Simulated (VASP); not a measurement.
# SnO2 (Pa-3) in VASP: notebook

The runs below take SnO2 through single point, with PBEsol, PBE, r2SCAN.

Program: VASP 6.6.1. These are calculated values, not measurements. Logs are shortened: lines on timing, memory, paths and dates and some standing lists are left out, and cuts for length are marked.

## 1. The cell of the first run

It takes space group Pa-3 (No. 205, cubic). The conventional cell has a = 5.112 Å, b = 5.112 Å, c = 5.112 Å, α = 90.00°, β = 90.00°, γ = 90.00°. Sn (site symmetry -3) has 6 O at 2.09 Å within 2.8 Å. Within 3.2 Å of O (site symmetry 3) lie 4 Sn at 2.09 to 3.01 Å and 13 O at 2.71 to 3.17 Å.

## 2. Single point, PBEsol

INCAR

```
SYSTEM = SnO2
PREC = Accurate ; ENCUT = 520
EDIFF = 1E-7 ; ISMEAR = -1
SIGMA = 0.02 ; LREAL = .False.
LASPH = .True. ; NELM = 60
ALGO = Normal ; ISIF = 2
LWAVE = .False. ; LCHARG = .False.
GGA = PS ; NBANDS = 64
```

KPOINTS

```
regular mesh
0
Gamma
  4 4 4
  0 0 0
```

POSCAR

```
SnO2
1.0
    5.1122785671      0.0000000000      0.0000000000
    0.0000000000      5.1122785671      0.0000000000
    0.0000000000      0.0000000000      5.1122785671
Sn O
4 8
Direct
    0.0000000000      0.5000000000      0.5000000000
    0.5000000000      0.5000000000      0.0000000000
    0.5000000000      0.0000000000      0.5000000000
    0.0000000000      0.0000000000      0.0000000000
    0.3393740862      0.1606259138      0.8393740862
    0.1606259138      0.8393740862      0.3393740862
    0.8393740862      0.3393740862      0.1606259138
    0.6606259138      0.6606259138      0.6606259138
    0.3393740862      0.3393740862      0.3393740862
    0.1606259138      0.6606259138      0.8393740862
    0.8393740862      0.1606259138      0.6606259138
    0.6606259138      0.8393740862      0.1606259138
```

Potentials or basis: VASP PAW PBE potentials, release 64 (Sn_d, O).

Command:

```console
$ cat potpaw_PBE.64/Sn_d/POTCAR potpaw_PBE.64/O/POTCAR > POTCAR
$ mpirun -np 1 vasp_std > vasp.out
```

OUTCAR:

```text
SYSTEM = SnO2
   PREC = Accurate
   ENCUT = 520
   EDIFF = 1E-7
   ISMEAR = -1
   LREAL = .False.
   LASPH = .True.
   NELM = 60
   ISIF = 2
   GGA = PS

 ion  position               nearest neighbor table
   1  0.000  0.500  0.500-   6 2.09   8 2.09   9 2.09  11 2.09  10 2.09   7 2.09   2 3.61   3 3.61
                             4 3.61   2 3.61   4 3.61   3 3.61   4 3.61   4 3.61   2 3.61   3 3.61
   2  0.500  0.500  0.000-   5 2.09   7 2.09  10 2.09  12 2.09   8 2.09   9 2.09   1 3.61   3 3.61
                             4 3.61   1 3.61   3 3.61   3 3.61   4 3.61   3 3.61   1 3.61   4 3.61
   3  0.500  0.000  0.500-   6 2.09   8 2.09   9 2.09  11 2.09   5 2.09  12 2.09   1 3.61   2 3.61
                             4 3.61   2 3.61   4 3.61   1 3.61   2 3.61   2 3.61   1 3.61   4 3.61
   4  0.000  0.000  0.000-   5 2.09   7 2.09  10 2.09  12 2.09  11 2.09   6 2.09   1 3.61   2 3.61
                             3 3.61   1 3.61   3 3.61   1 3.61   2 3.61   1 3.61   2 3.61   3 3.61
   5  0.339  0.161  0.839-   2 2.09   4 2.09   3 2.09
   6  0.161  0.839  0.339-   1 2.09   3 2.09   4 2.09
   7  0.839  0.339  0.161-   2 2.09   4 2.09   1 2.09
   8  0.661  0.661  0.661-   1 2.09   3 2.09   2 2.09
   9  0.339  0.339  0.339-   1 2.09   3 2.09   2 2.09
  10  0.161  0.661  0.839-   2 2.09   4 2.09   1 2.09
  11  0.839  0.161  0.661-   1 2.09   3 2.09   4 2.09
  12  0.661  0.839  0.161-   2 2.09   4 2.09   3 2.09

  LATTYP: Found a simple cubic cell.
 ALAT       =     5.1122785671

  Lattice vectors:

 A1 = (   5.1122785671,   0.0000000000,   0.0000000000)
 A2 = (   0.0000000000,   5.1122785671,   0.0000000000)
 A3 = (   0.0000000000,   0.0000000000,   5.1122785671)

Analysis of symmetry for initial positions (statically):
=====================================================================
 Subroutine PRICEL returns:
 Original cell was already a primitive cell.

 Routine SETGRP: Setting up the symmetry group for a
 simple cubic supercell.

 Subroutine GETGRP returns: Found 24 space group operations
 (whereof  6 operations were pure point group operations)
 out of a pool of 48 trial point group operations.

The static configuration has the point symmetry S_6 .
 The point group associated with its full space group is T_h .

Analysis of symmetry for dynamics (positions and initial velocities):
=====================================================================
 Subroutine PRICEL returns:
 Original cell was already a primitive cell.

 Routine SETGRP: Setting up the symmetry group for a
 simple cubic supercell.

 Subroutine GETGRP returns: Found 24 space group operations
 (whereof  6 operations were pure point group operations)
 out of a pool of 48 trial point group operations.

The dynamic configuration has the point symmetry S_6 .
 The point group associated with its full space group is T_h .

 Subroutine INISYM returns: Found 24 space group operations
 (whereof  6 operations are pure point group operations),
 and found     1 'primitive' translations

----------------------------------------------------------------------------------------

                                     Primitive cell

  volume of cell :     133.6114

  direct lattice vectors                    reciprocal lattice vectors
     5.112278567  0.000000000  0.000000000     0.195607494  0.000000000  0.000000000
     0.000000000  5.112278567  0.000000000     0.000000000  0.195607494  0.000000000
     0.000000000  0.000000000  5.112278567     0.000000000  0.000000000  0.195607494

  length of vectors
     5.112278567  5.112278567  5.112278567     0.195607494  0.195607494  0.195607494

  position of ions in fractional coordinates (direct lattice)
     0.000000000  0.500000000  0.500000000
     0.500000000  0.500000000  0.000000000
     0.500000000  0.000000000  0.500000000
     0.000000000  0.000000000  0.000000000
     0.339374086  0.160625914  0.839374086
     0.160625914  0.839374086  0.339374086
     0.839374086  0.339374086  0.160625914
     0.660625914  0.660625914  0.660625914
[... 54 lines left out ...]

 Free energy of the ion-electron system (eV)
  ---------------------------------------------------
  ext. energy  EPLUGINS =         0.00000000
  ---------------------------------------------------
  free energy    TOTEN  =       -78.36950068 eV

  energy without entropy =      -78.36950068  energy(sigma->0) =      -78.36950068

 E-fermi :   7.3289     XC(G=0): -12.0976

 val. band max:        6.8681784959   @ k =   0.5000   0.0000   0.0000
 cond. band min:       7.7235749086   @ k =   0.0000   0.0000   0.0000
 fundamental gap:      0.8553964128
 Fermi energy:         7.3289231440

 k-point     1 :       0.0000    0.0000    0.0000
  band No.  band energies     occupation
      1     -13.8784      2.00000
      2     -13.8784      2.00000
      3     -13.8784      2.00000
      4     -13.0768      2.00000
      5     -13.0768      2.00000
      6     -13.0768      2.00000
[... 56 lines left out ...]
     63      15.8076      0.00000
     64      18.3623      0.00000

 k-point     2 :       0.2500    0.0000    0.0000
  band No.  band energies     occupation
      1     -13.8059      2.00000
      2     -13.8012      2.00000
      3     -13.7831      2.00000
      4     -13.1817      2.00000
      5     -13.1684      2.00000
      6     -13.1525      2.00000
[... 56 lines left out ...]
     63      16.0817      0.00000
     64      17.5813      0.00000

 k-point     3 :       0.5000    0.0000    0.0000
  band No.  band energies     occupation
      1     -13.6920      2.00000
      2     -13.6920      2.00000
      3     -13.5190      2.00000
      4     -13.5190      2.00000
      5     -13.3030      2.00000
      6     -13.3030      2.00000
[... 525 lines left out ...]
     63      17.6822      0.00000
     64      17.6822      0.00000

 k-point    11 :       0.5000    0.5000    0.5000
  band No.  band energies     occupation
      1     -13.7418      2.00000
      2     -13.7418      2.00000
      3     -13.7418      2.00000
      4     -13.7418      2.00000
      5     -13.0412      2.00000
      6     -13.0412      2.00000
[... 56 lines left out ...]
     63      18.0422      0.00000
     64      18.0422      0.00000

------------------------ aborting loop because EDIFF is reached ----------------------------------------

  FORCE on cell =-STRESS in cart. coord.  units (eV):
  Direction    XX          YY          ZZ          XY          YZ          ZX
  --------------------------------------------------------------------------------------
  -------------------------------------------------------------------------------------
  Total        0.5180401      0.5180401      0.5180401     -0.0000000      0.0000000      0.0000000
  in kB        6.2119859      6.2119859      6.2119859     -0.0000000      0.0000000      0.0000000
  external PRESSURE =       6.2119859 kB  Pullay stress =       0.0000000 kB

 VOLUME and BASIS-vectors are now :
 -----------------------------------------------------------------------------
  energy-cutoff  :      520.00
  volume of cell :      133.61
      direct lattice vectors                 reciprocal lattice vectors
     5.112278567  0.000000000  0.000000000     0.195607494  0.000000000  0.000000000
     0.000000000  5.112278567  0.000000000     0.000000000  0.195607494  0.000000000
     0.000000000  0.000000000  5.112278567     0.000000000  0.000000000  0.195607494

 POSITION                                       TOTAL-FORCE (eV/Angst)
 -----------------------------------------------------------------------------------
      0.00000      2.55614      2.55614        -0.000000     -0.000000      0.000000
      2.55614      2.55614      0.00000        -0.000000     -0.000000      0.000000
      2.55614      0.00000      2.55614        -0.000000     -0.000000      0.000000
      0.00000      0.00000      0.00000        -0.000000     -0.000000      0.000000
      1.73497      0.82116      4.29111         0.000666     -0.000666      0.000666
      0.82116      4.29111      1.73497        -0.000666      0.000666      0.000666
      4.29111      1.73497      0.82116         0.000666      0.000666     -0.000666
      3.37730      3.37730      3.37730        -0.000666     -0.000666     -0.000666
      1.73497      1.73497      1.73497         0.000666      0.000666      0.000666
      0.82116      3.37730      4.29111        -0.000666     -0.000666      0.000666
      4.29111      0.82116      3.37730         0.000666     -0.000666     -0.000666
      3.37730      4.29111      0.82116        -0.000666      0.000666     -0.000666
 -----------------------------------------------------------------------------------
    total drift:                               -0.000000     -0.000000     -0.000000

  FREE ENERGIE OF THE ION-ELECTRON SYSTEM (eV)
  ---------------------------------------------------
  free  energy   TOTEN  =       -78.3695006771 eV

  energy  without entropy=      -78.3695006770  energy(sigma->0) =      -78.36950068
```

Wall time 94 s (1 thread of Intel Xeon Platinum 8259CL at 2.50GHz (Skylake/Cascade Lake), shared host); peak memory 0.28 GiB.

What came out:

| Item | Value |
| --- | --- |
| Free energy | -78.3695 eV |
| Pressure | 0.6 GPa |
| Band gap on the k mesh | 0.86 eV (least direct gap 0.92 eV) |

Levels at points of the mesh, in eV from the valence-band top:
| k point | band 48 | band 49 | band 50 | band 51 | band 52 | band 53 | band 54 | band 55 | band 56 | band 57 |
| --- | --- | --- | --- | --- | --- | --- | --- | --- | --- | --- |
| (0.00, 0.00, 0.00) | -0.70 | -0.28 | -0.07 | -0.07 | -0.07 | 0.86 | 6.07 | 6.07 | 6.07 | 7.50 |
| (0.50, 0.00, 0.00) | -0.72 | -0.46 | -0.46 | 0.00 | 0.00 | 3.94 | 3.94 | 5.10 | 5.10 | 7.82 |
| (0.50, 0.50, 0.00) | -1.17 | -0.31 | -0.31 | -0.31 | -0.31 | 4.80 | 4.80 | 4.80 | 4.80 | 7.93 |
| (0.50, 0.50, 0.50) | -1.19 | -0.64 | -0.64 | -0.64 | -0.64 | 5.31 | 5.31 | 5.31 | 5.31 | 7.41 |

Caveat: the PAW data sets were made with another functional, which shifts forces and pressure a little; spin-orbit coupling is left out, which moves the levels of the heavy elements. A k mesh can miss the band edges.

## 3. Single point, PBE

This run uses another cell than the first one, of 11.51 Å³/atom.

INCAR

```
SYSTEM = SnO2
ALGO = Normal ; EDIFF = 1E-6
ENCUT = 520 ; GGA = PE
ISIF = 2 ; ISMEAR = -1
LASPH = .TRUE. ; LCHARG = .FALSE.
LREAL = .FALSE. ; LWAVE = .FALSE.
NBANDS = 64 ; NELM = 60
PREC = Accurate ; SIGMA = 0.02
```

KPOINTS

```
k-points
0
G
  4 4 4
  0 0 0
```

POSCAR

```
SnO2
1.0
    5.1695054996      0.0000000000      0.0000000000
    0.0000000000      5.1695054996      0.0000000000
    0.0000000000      0.0000000000      5.1695054996
Sn O
4 8
Direct
    0.0000000000      0.5000000000      0.5000000000
    0.5000000000      0.5000000000      0.0000000000
    0.5000000000      0.0000000000      0.5000000000
    0.0000000000      0.0000000000      0.0000000000
    0.3391259556      0.1608740444      0.8391259556
    0.1608740444      0.8391259556      0.3391259556
    0.8391259556      0.3391259556      0.1608740444
    0.6608740444      0.6608740444      0.6608740444
    0.3391259556      0.3391259556      0.3391259556
    0.1608740444      0.6608740444      0.8391259556
    0.8391259556      0.1608740444      0.6608740444
    0.6608740444      0.8391259556      0.1608740444
```

Potentials or basis: VASP PAW PBE potentials, release 64 (Sn_d, O).

Command:

```console
$ cat potpaw_PBE.64/Sn_d/POTCAR potpaw_PBE.64/O/POTCAR > POTCAR
$ mpirun -np 1 vasp_std > vasp.out
```

Wall time 90 s (1 thread of Intel Xeon Platinum 8259CL at 2.50GHz (Skylake/Cascade Lake), shared host); peak memory 0.26 GiB.

It converged, with:

```
Free energy            : -73.4116 eV
Pressure               : 0.6 GPa
Band gap on the k mesh : 0.59 eV (least direct gap 0.65 eV)
```

Levels at points of the mesh, in eV from the valence-band top:
```csv
k point,band 50,band 51,band 52,band 53,band 54,band 55
"(0.00, 0.00, 0.00)",-0.06,-0.06,-0.06,0.59,5.77,5.77
"(0.50, 0.00, 0.00)",-0.44,0.00,0.00,3.66,3.66,4.88
"(0.50, 0.50, 0.00)",-0.30,-0.30,-0.30,4.54,4.54,4.54
"(0.50, 0.50, 0.50)",-0.61,-0.61,-0.61,5.02,5.02,5.02
```

Caveat: spin-orbit coupling is left out, which moves the levels of the heavy elements.

## 4. Single point, r2SCAN

This run uses another cell than the first one, of 11.06 Å³/atom.

POSCAR

```
SnO2
1.0
    5.1005635618      0.0000000000      0.0000000000
    0.0000000000      5.1005635618      0.0000000000
    0.0000000000      0.0000000000      5.1005635618
Sn O
4 8
Direct
    0.0000000000      0.5000000000      0.5000000000
    0.5000000000      0.5000000000      0.0000000000
    0.5000000000      0.0000000000      0.5000000000
    0.0000000000      0.0000000000      0.0000000000
    0.3397329487      0.1602670513      0.8397329487
    0.1602670513      0.8397329487      0.3397329487
    0.8397329487      0.3397329487      0.1602670513
    0.6602670513      0.6602670513      0.6602670513
    0.3397329487      0.3397329487      0.3397329487
    0.1602670513      0.6602670513      0.8397329487
    0.8397329487      0.1602670513      0.6602670513
    0.6602670513      0.8397329487      0.1602670513
```

INCAR.step1

```
SYSTEM = SnO2
PREC = Accurate ; ENCUT = 520
ISMEAR = -1 ; SIGMA = 0.02
LREAL = .False. ; LASPH = .True.
NELM = 100 ; NBANDS = 64
GGA = PE ; ALGO = Normal
EDIFF = 1E-4 ; LWAVE = .True.
LCHARG = .False.
```

INCAR.step2

```
SYSTEM = SnO2
PREC = Accurate ; ENCUT = 520
EDIFF = 1E-6 ; ISMEAR = -1
SIGMA = 0.02 ; LREAL = .False.
LASPH = .True. ; NELM = 100
ALGO = Normal ; ISIF = 2
LWAVE = .False. ; LCHARG = .False.
METAGGA = R2SCAN ; LMIXTAU = .True.
NBANDS = 64 ; ISTART = 1
```

KPOINTS

```
regular mesh
0
Gamma
  4 4 4
  0 0 0
```

Command:

```console
$ cat potpaw_PBE.64/Sn_d/POTCAR potpaw_PBE.64/O/POTCAR > POTCAR
$ cp INCAR.step1 INCAR
$ mpirun -np 1 vasp_std > vasp.out
$ cp INCAR.step2 INCAR
$ mpirun -np 1 vasp_std > vasp.out
```

It took 5 min on 1 thread of Intel Xeon Platinum 8259CL at 2.50GHz (Skylake/Cascade Lake), shared host; peak memory 0.28 GiB.

It converged, with:

* Free energy: -168.0912 eV
* Pressure: 1.1 GPa
* Largest force: 0.006 eV/Å
* Band gap on the k mesh: 1.65 eV (least direct gap 1.71 eV)

Forces on the atoms (eV/Å):
```
Sn   0.000  0.000  0.000
Sn   0.000  0.000  0.000
Sn   0.000  0.000  0.000
Sn   0.000  0.000  0.000
O    0.004 -0.004  0.004
O   -0.004  0.004  0.004
O    0.004  0.004 -0.004
O   -0.004 -0.004 -0.004
O    0.004  0.004  0.004
O   -0.004 -0.004  0.004
O    0.004 -0.004 -0.004
O   -0.004  0.004 -0.004
```

Levels at points of the mesh, in eV from the valence-band top:
| k point | band 49 | band 50 | band 51 | band 52 | band 53 | band 54 | band 55 | band 56 |
| --- | --- | --- | --- | --- | --- | --- | --- | --- |
| (0.00, 0.00, 0.00) | -0.27 | -0.06 | -0.06 | -0.06 | 1.65 | 6.99 | 6.99 | 6.99 |
| (0.50, 0.00, 0.00) | -0.47 | -0.47 | 0.00 | 0.00 | 4.75 | 4.75 | 6.02 | 6.02 |
| (0.50, 0.50, 0.00) | -0.31 | -0.31 | -0.31 | -0.31 | 5.67 | 5.67 | 5.67 | 5.67 |
| (0.50, 0.50, 0.50) | -0.64 | -0.64 | -0.64 | -0.64 | 6.19 | 6.19 | 6.19 | 6.19 |

Caveat: the PAW data sets were made with another functional, which shifts forces and pressure a little; spin-orbit coupling is left out, which moves the levels of the heavy elements.

## 5. Single point, PBE

This run uses another cell than the first one, of 11.06 Å³/atom.

INCAR

```
SYSTEM = SnO2
ALGO     = Normal         ! electronic algorithm
EDIFF    = 1E-6           ! SCF threshold, eV
ENCUT    = 520            ! plane-wave cutoff, eV
GGA      = PE             ! functional
ISIF     = 2              ! what is computed and relaxed
ISMEAR   = -1             ! smearing method
LASPH    = .TRUE.         ! aspherical terms in the spheres
LCHARG   = .FALSE.        ! write CHGCAR
LREAL    = .FALSE.        ! projectors in reciprocal space
LWAVE    = .FALSE.        ! write WAVECAR
NBANDS   = 64             ! bands
NELM     = 60             ! most SCF steps
PREC     = Accurate       ! precision mode
SIGMA    = 0.02           ! smearing width, eV
```

KPOINTS

```
k-points
0
G
  6 6 6
  0 0 0
```

POSCAR is that of step 4.

Command:

```console
$ cat potpaw_PBE.64/Sn_d/POTCAR potpaw_PBE.64/O/POTCAR > POTCAR
$ mpirun -np 1 vasp_std > vasp.out
```

Wall time 3.1 min (1 thread of Intel Xeon Platinum 8259CL at 2.50GHz (Skylake/Cascade Lake), shared host); peak memory 0.32 GiB.

The run converged. Its results:

| Property | Result |
| --- | --- |
| Free energy | -73.2458 eV |
| Pressure | 9.3 GPa |
| Largest force | 0.024 eV/Å |
| Band gap on the k mesh | 0.98 eV (least direct gap 1.06 eV) |

Forces in eV/Å, atoms in the order of the input:
```
Sn   0.000  0.000  0.000
Sn   0.000  0.000  0.000
Sn   0.000  0.000  0.000
Sn   0.000  0.000  0.000
O    0.014 -0.014  0.014
O   -0.014  0.014  0.014
O    0.014  0.014 -0.014
O   -0.014 -0.014 -0.014
O    0.014  0.014  0.014
O   -0.014 -0.014  0.014
O    0.014 -0.014 -0.014
O   -0.014  0.014 -0.014
```

Levels at points of the mesh, in eV from the valence-band top:
| k point | band 49 | band 50 | band 51 | band 52 | band 53 | band 54 | band 55 | band 56 |
| --- | --- | --- | --- | --- | --- | --- | --- | --- |
| (0.00, 0.00, 0.00) | -0.30 | -0.08 | -0.08 | -0.08 | 0.98 | 6.20 | 6.20 | 6.20 |
| (0.50, 0.00, 0.00) | -0.48 | -0.48 | -0.02 | -0.02 | 4.06 | 4.06 | 5.24 | 5.24 |
| (0.50, 0.50, 0.00) | -0.32 | -0.32 | -0.32 | -0.32 | 4.93 | 4.93 | 4.93 | 4.93 |
| (0.50, 0.50, 0.50) | -0.64 | -0.64 | -0.64 | -0.64 | 5.43 | 5.43 | 5.43 | 5.43 |

Caveat: the cell stands under pressure; spin-orbit coupling is left out, which moves the levels of the heavy elements.

## 6. Summary

| level | cell | k mesh | gap on the mesh (eV) | pressure (GPa) | largest force (eV/Å) |
| --- | --- | --- | --- | --- | --- |
| PBEsol | a = 5.112 Å, 12 atoms | 4 × 4 × 4 | 0.86 | 0.6 | - |
| PBE | a = 5.170 Å, 12 atoms | 4 × 4 × 4 | 0.59 | 0.6 | - |
| r2SCAN | a = 5.101 Å, 12 atoms | 4 × 4 × 4 | 1.65 | 1.1 | 0.01 |
| PBE | a = 5.101 Å, 12 atoms | 6 × 6 × 6 | 0.98 | 9.3 | 0.02 |

Alike in all rows: task single point; potentials or basis VASP PAW PBE potentials, release 64 (Sn_d, O); no spin polarisation; cutoff (eV) 520; smearing fermi-dirac 0.02 eV.

Caveats: spin-orbit coupling is left out, which moves the levels of the heavy elements; the PAW data sets were made with another functional, which shifts forces and pressure a little (at least some runs); the cell stands under pressure (at least some runs).

Absolute energies hang on the potentials; compare differences alone.
